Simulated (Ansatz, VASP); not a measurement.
# Two plane-wave programs on ZrO2

```
Zr O
1.0
     3.62107    0.00000    0.00000
     0.00000    3.62107    0.00000
     0.00000    0.00000    5.28246
Zr O
2 4
Direct
  0.00000 0.00000 0.00000
  0.50000 0.50000 0.50000
  0.00000 0.50000 0.19279
  0.00000 0.50000 0.69279
  0.50000 0.00000 0.30721
  0.50000 0.00000 0.80721
```

Alike in both runs: task relaxation of cell and atoms; functional r2SCAN; k mesh 6 × 6 × 6; occupations gaussian, width 0.02 eV; no spin polarisation.

|  | VASP | Ansatz |
| --- | --- | --- |
| version | VASP 6.6.1 | Ansatz 0.2.0 |
| potentials or method | VASP PAW PBE potentials, release 64 (Zr_sv, O), cutoff 660 eV | scalar-relativistic, plane waves, PAW |
| valence electrons in the cell | 48 | 48 |

|  | VASP | Ansatz | Ansatz less VASP |
| --- | --- | --- | --- |
| gap on the k mesh at the Fermi level, each at its own relaxed structure (eV) | 4.60 | 4.62 | +0.021 |
| relaxed volume (Å³/atom) | 11.29 | 11.30 | +0.006 |
| relaxed length of the cell vector where the two differ most in proportion (Å) | 5.222 | 5.227 | +0.0049 |

VASP's potentials were made for PBE, not for r2SCAN.
